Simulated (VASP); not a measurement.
# Pb (P6_3/mmc) in VASP: a series of runs, part 2 of 2

VASP 6.6.1. The steps go on from the part before.

## Step 3: Single point, PBE

This run uses another cell than the first one, of 29.31 Å³/atom, 1.111 times its volume.

Contents of INCAR:

```
SYSTEM = Pb
  PREC = Accurate
  ENCUT = 520
  EDIFF = 1E-6
  ISMEAR = 0
  SIGMA = 0.05
  LREAL = .False.
  LASPH = .True.
  NELM = 60
  ALGO = Normal
  ISIF = 2
  LWAVE = .False.
  LCHARG = .False.
  GGA = PE
  NBANDS = 21
```

Contents of KPOINTS:

```
Automatic mesh
0
Gamma
  12 12 6
  0 0 0
```

Contents of POSCAR:

```
Pb
1.0
    3.4800000000      0.0000000000      0.0000000000
   -1.7400000000      3.0137684052      0.0000000000
    0.0000000000      0.0000000000      5.5900000000
Pb
2
Direct
    0.3333333333      0.6666666667      0.2500000000
    0.6666666667      0.3333333333      0.7500000000
```

Potentials or basis: VASP PAW PBE potentials, release 64 (Pb_d).

Command:

```console
$ cat potpaw_PBE.64/Pb_d/POTCAR > POTCAR
$ mpirun -np 1 vasp_std > vasp.out
```

OUTCAR:

```text
SYSTEM = Pb
   PREC = Accurate
   ENCUT = 520
   EDIFF = 1E-6
   ISMEAR = 0
   LREAL = .False.
   LASPH = .True.
   NELM = 60
   ISIF = 2
   GGA = PE

 ion  position               nearest neighbor table
   1  0.333  0.667  0.250-   2 3.44   2 3.44   2 3.44   2 3.44   2 3.44   2 3.44
   2  0.667  0.333  0.750-   1 3.44   1 3.44   1 3.44   1 3.44   1 3.44   1 3.44

  LATTYP: Found a hexagonal cell.
 ALAT       =     3.4800000000
 C/A-ratio  =     1.6063218391

  Lattice vectors:

 A1 = (   3.4800000000,   0.0000000000,   0.0000000000)
 A2 = (  -1.7400000000,   3.0137684052,   0.0000000000)
 A3 = (   0.0000000000,   0.0000000000,   5.5900000000)

Analysis of symmetry for initial positions (statically):
=====================================================================
 Subroutine PRICEL returns:
 Original cell was already a primitive cell.

 Routine SETGRP: Setting up the symmetry group for a
 hexagonal supercell.

 Subroutine GETGRP returns: Found 24 space group operations
 (whereof 12 operations were pure point group operations)
 out of a pool of 24 trial point group operations.

The static configuration has the point symmetry D_3d.
 The point group associated with its full space group is D_6h.

Analysis of symmetry for dynamics (positions and initial velocities):
=====================================================================
 Subroutine PRICEL returns:
 Original cell was already a primitive cell.

 Routine SETGRP: Setting up the symmetry group for a
 hexagonal supercell.

 Subroutine GETGRP returns: Found 24 space group operations
 (whereof 12 operations were pure point group operations)
 out of a pool of 24 trial point group operations.

The dynamic configuration has the point symmetry D_3d.
 The point group associated with its full space group is D_6h.

 Subroutine INISYM returns: Found 24 space group operations
 (whereof 12 operations are pure point group operations),
 and found     1 'primitive' translations

----------------------------------------------------------------------------------------

                                     Primitive cell

  volume of cell :      58.6274

  direct lattice vectors                    reciprocal lattice vectors
     3.480000000  0.000000000  0.000000000     0.287356322  0.165905250  0.000000000
    -1.740000000  3.013768405  0.000000000     0.000000000  0.331810500  0.000000000
     0.000000000  0.000000000  5.590000000     0.000000000  0.000000000  0.178890877

  length of vectors
     3.480000000  3.480000000  5.590000000     0.331810500  0.331810500  0.178890877

  position of ions in fractional coordinates (direct lattice)
     0.333333333  0.666666667  0.250000000
     0.666666667  0.333333333  0.750000000

  ion indices of the primitive-cell ions
   primitive index   ion index
                 1           1
                 2           2

----------------------------------------------------------------------------------------

 KPOINTS: Automatic mesh

Automatic generation of k-mesh.
 Grid dimensions read from file:
 generate k-points for:   12   12    6

 Generating k-lattice:

  Cartesian coordinates                     Fractional coordinates (reciprocal lattice)
     0.023946360  0.013825437  0.000000000     0.083333333 -0.000000000  0.000000000
     0.000000000  0.027650875  0.000000000     0.000000000  0.083333333  0.000000000
     0.000000000  0.000000000  0.029815146     0.000000000  0.000000000  0.166666667

  Length of vectors
     0.027650875  0.027650875  0.029815146

  Shift w.r.t. Gamma in fractional coordinates (k-lattice)
     0.000000000  0.000000000  0.000000000

 Subroutine IBZKPT returns following result:
 ===========================================

 Found     76 irreducible k-points:

 Following reciprocal coordinates:
            Coordinates               Weight
  0.000000  0.000000  0.000000      1.000000
  0.083333 -0.000000  0.000000      6.000000
  0.166667  0.000000  0.000000      6.000000
  0.250000  0.000000  0.000000      6.000000
  0.333333  0.000000  0.000000      6.000000
  0.416667 -0.000000  0.000000      6.000000
[... 16 lines left out ...]
  0.250000  0.000000  0.166667     12.000000
  0.333333  0.000000  0.166667     12.000000
 [... further k-points ...]
   k-points           NKPTS =     76   k-points in BZ     NKDIM =     76   number of bands    NBANDS=     21
   number of dos      NEDOS =    301   number of ions     NIONS =      2
   total plane-waves  NPLWV =  32928
   dimension x,y,z NGX =    28 NGY =   28 NGZ =   42
   dimension x,y,z NGXF=    56 NGYF=   56 NGZF=   84
   ions per type =               2
   NGX,Y,Z   is equivalent  to a cutoff of  13.38, 13.38, 12.49 a.u.
   NGXF,Y,Z  is equivalent  to a cutoff of  26.75, 26.75, 24.98 a.u.
 SYSTEM =  Pb
   PREC   = accura    normal or accurate (medium, high low for compatibility)
   ISTART =      0    job   : 0-new  1-cont  2-samecut
   ICHARG =      2    charge: 1-file 2-atom 10-const
   ISPIN  =      1    spin polarized calculation?
   LNONCOLLINEAR =      F non collinear calculations
   LSORBIT =      F    spin-orbit coupling
   LASPH  =      T    aspherical Exc in radial PAW
   ENCUT  =  520.0 eV  38.22 Ry    6.18 a.u.   6.47  6.47 10.39*2*pi/ulx,y,z
   NELM   =     60;   NELMIN=  2; NELMDL= -5     # of ELM steps
   EDIFF  = 0.1E-05   stopping-criterion for ELM
   LREAL  =      F    real-space projection
   EDIFFG = 0.1E-04   stopping-criterion for IOM
   NSW    =      0    number of steps for IOM
   IBRION =     -1    ionic relax: 0-MD 1-quasi-New 2-CG
   NFREE  =      0    steps in history (QN), initial steepest desc. (CG)
   ISIF   =      2    stress and relaxation
   ISYM   =      2    0-nonsym 1-usesym 2-fastsym
   POTIM  = 0.5000    time-step for ionic-motion
   TEBEG  =    0.0;   TEEND  =   0.0 temperature during run
   PSTRESS=    0.0 pullay stress
   NELECT =      28.0000    total number of electrons
   NUPDOWN=      -1.0000    fix difference up-down
   EMIN   =  10.00;   EMAX   =-10.00  energy-range for DOS
   EFERMI =   0.00;   METHOD = LEGACY
   ISMEAR =     0;   SIGMA  =   0.05  broadening in eV -4-tet -1-fermi 0-gaus
   EFERMI_NEDOS =   21; number of points for ismear=-14 and -15
   IALGO  =     38    algorithm
   IMIX   =      4    mixing-type and parameters
     AMIX     =   0.40;   BMIX     =  1.00
     AMIX_MAG =   1.60;   BMIX_MAG =  1.00
  volume/ion in A,a.u.               =      29.31       197.82
  Fermi-wavevector in a.u.,A,eV,Ry     =   1.279658  2.418203 22.279870  1.637524
  Thomas-Fermi vector in A             =   2.412131
   LORBIT       =      0    0 simple, 1 ext, 2 COOP (PROOUT), +10 PAW based schemes
   GGA     = PE    functional components
   LHFCALC =     F    Hartree Fock is set to
   AEXX    =    0.0000 exact exchange contribution
   IVDW    =     0    specifies the selected vdW correction
   LEPSILON=     F    determine dielectric tensor
   LRPA    =     F    only Hartree local field effects (RPA)
 non-spin polarized calculation
 Gauss-broadening in eV      SIGMA  =   0.05
  energy-cutoff  :      520.00
  volume of cell :       58.63
 maximum number of plane-waves:      1605
 NGX is ok and might be reduce to    28
   NGX = 13   NGY = 13   NGZ = 21

 number of electron      28.0000005 magnetization

 Free energy of the ion-electron system (eV)
  ---------------------------------------------------
  ext. energy  EPLUGINS =         0.00000000
  ---------------------------------------------------
  free energy    TOTEN  =        -7.04170608 eV

  energy without entropy =       -7.04053468  energy(sigma->0) =       -7.04112038

 E-fermi :   7.6694     XC(G=0): -10.3508

 val. band max:        7.6441695519   @ k =   0.3333   0.0833   0.0000
 cond. band min:       7.7065699467   @ k =   0.2500   0.0000   0.1667
 fundamental gap:      0.0624003947
 Fermi energy:         7.6693618662

 k-point     1 :       0.0000    0.0000    0.0000
  band No.  band energies     occupation
      1      -9.4779      2.00000
      2      -9.4301      2.00000
      3      -9.4140      2.00000
      4      -9.4140      2.00000
      5      -9.3891      2.00000
      6      -9.3891      2.00000
[... 13 lines left out ...]
     20      16.6983      0.00000
     21      19.1750      0.00000

 k-point     2 :       0.0833   -0.0000    0.0000
  band No.  band energies     occupation
      1      -9.4734      2.00000
      2      -9.4397      2.00000
      3      -9.3969      2.00000
      4      -9.3967      2.00000
      5      -9.3849      2.00000
      6      -9.3724      2.00000
[... 520 lines left out ...]
 k-point    24 :       0.3333    0.0000    0.1667
  band No.  band energies     occupation
      1      -9.5571      2.00000
      2      -9.4755      2.00000
      3      -9.4359      2.00000
      4      -9.4034      2.00000
      5      -9.3281      2.00000
      6      -9.2870      2.00000
[... 13 lines left out ...]
     20      15.7848      0.00000
     21      17.7899      0.00000

 [... further k-points ...]
[... 5 lines left out ...]
  --------------------------------------------------------------------------------------
  -------------------------------------------------------------------------------------
  Total        1.1414635      1.1414635      1.9188675     -0.0000000      0.0000000      0.0000000
  in kB       31.1940431     31.1940431     52.4390296     -0.0000000      0.0000000      0.0000000
  external PRESSURE =      38.2757053 kB  Pullay stress =       0.0000000 kB

 VOLUME and BASIS-vectors are now :
 -----------------------------------------------------------------------------
  energy-cutoff  :      520.00
  volume of cell :       58.63
      direct lattice vectors                 reciprocal lattice vectors
     3.480000000  0.000000000  0.000000000     0.287356322  0.165905250  0.000000000
    -1.740000000  3.013768405  0.000000000     0.000000000  0.331810500  0.000000000
     0.000000000  0.000000000  5.590000000     0.000000000  0.000000000  0.178890877

 POSITION                                       TOTAL-FORCE (eV/Angst)
 -----------------------------------------------------------------------------------
     -0.00000      2.00918      1.39750        -0.000000     -0.000000      0.000000
      1.74000      1.00459      4.19250         0.000000      0.000000      0.000000
 -----------------------------------------------------------------------------------
    total drift:                               -0.000000      0.000000      0.000000

  FREE ENERGIE OF THE ION-ELECTRON SYSTEM (eV)
  ---------------------------------------------------
  free  energy   TOTEN  =        -7.0417060840 eV

  energy  without entropy=       -7.0405346757  energy(sigma->0) =       -7.04112038
```

OSZICAR:

```text
N       E                     dE             d eps       ncg     rms          rms(c)
DAV:   1     0.295972395877E+03    0.29597E+03   -0.14350E+04  3192   0.166E+03
DAV:   2     0.143482594052E+02   -0.28162E+03   -0.27519E+03  3227   0.411E+02
DAV:   3    -0.639750695914E+01   -0.20746E+02   -0.20487E+02  3859   0.137E+02
DAV:   4    -0.703738185121E+01   -0.63987E+00   -0.63966E+00  3842   0.270E+01
DAV:   5    -0.706855816233E+01   -0.31176E-01   -0.31175E-01  4410   0.552E+00    0.801E-01
DAV:   6    -0.704747184350E+01    0.21086E-01   -0.39422E-02  4383   0.270E+00    0.393E-01
DAV:   7    -0.704194471572E+01    0.55271E-02   -0.14681E-02  4428   0.164E+00    0.128E-01
DAV:   8    -0.704171377573E+01    0.23094E-03   -0.10392E-03  4334   0.426E-01    0.139E-02
DAV:   9    -0.704170664073E+01    0.71350E-05   -0.34519E-05  4379   0.898E-02    0.679E-03
DAV:  10    -0.704170608402E+01    0.55671E-06   -0.24451E-06  3194   0.160E-02
   1 F= -.70417061E+01 E0= -.70411204E+01  d E =-.117141E-02
```

Wall time 52 s (1 thread of Intel Xeon Platinum 8259CL at 2.50GHz (Skylake/Cascade Lake), shared host); peak memory 0.21 GiB.

What came out:

* Free energy: -7.0417 eV
* Pressure: 3.8 GPa
* Band gap on the k mesh: zero (band 14 reaches 13.35 eV, above the bottom of band 15 at 5.38 eV)

Caveat: spin-orbit coupling is left out, which moves the levels of the heavy elements.

## Step 4: Single point, PBE

This run uses another cell than the first one, of 29.31 Å³/atom, 1.111 times its volume.

Contents of INCAR:

```
ALGO     = Normal         # electronic algorithm
EDIFF    = 1E-7           # SCF threshold, eV
ENCUT    = 520            # plane-wave cutoff, eV
GGA      = PE             # functional
ISIF     = 2              # what is computed and relaxed
ISMEAR   = 0              # smearing method
LASPH    = T              # aspherical terms in the spheres
LCHARG   = F              # write CHGCAR
LREAL    = F              # projectors in reciprocal space
LWAVE    = F              # write WAVECAR
NBANDS   = 21             # bands
NELM     = 100            # most SCF steps
PREC     = Accurate       # precision mode
SIGMA    = 0.05           # smearing width, eV
```

Contents of KPOINTS:

```
k-points
0
Gamma
  12 12 6
```

POSCAR is that of step 3.

Command:

```console
$ cat potpaw_PBE.64/Pb_d/POTCAR > POTCAR
$ mpirun -np 1 vasp_std > vasp.out
```

Run time: 59 s. Hardware: 1 thread of Intel Xeon Platinum 8259CL at 2.50GHz (Skylake/Cascade Lake), shared host; peak memory 0.22 GiB.

Results (log left out):

- Free energy: -7.0417 eV
- Pressure: 3.8 GPa
- Band gap on the k mesh: zero (band 14 reaches 13.35 eV, above the bottom of band 15 at 5.38 eV)

Stress tensor (GPa, compression positive):
```
3.12 0.00 0.00
0.00 3.12 0.00
0.00 0.00 5.25
```

Levels at points of the mesh, in eV from the Fermi level:
```csv
k point,band 11,band 12,band 13,band 14,band 15,band 16,band 17,band 18
"(0.00, 0.00, 0.00)",-12.00,-8.02,-4.33,5.56,5.56,7.47,7.47,8.14
"(0.50, 0.00, 0.00)",-8.44,-7.18,-2.92,-1.43,-0.55,1.76,1.95,5.78
"(0.00, 0.00, 0.50)",-10.71,-10.71,1.00,1.00,6.47,6.47,6.47,6.47
"(0.50, 0.00, 0.50)",-7.58,-7.58,-3.84,-3.84,3.42,3.42,3.75,3.75
```

Caveat: spin-orbit coupling is left out, which moves the levels of the heavy elements.
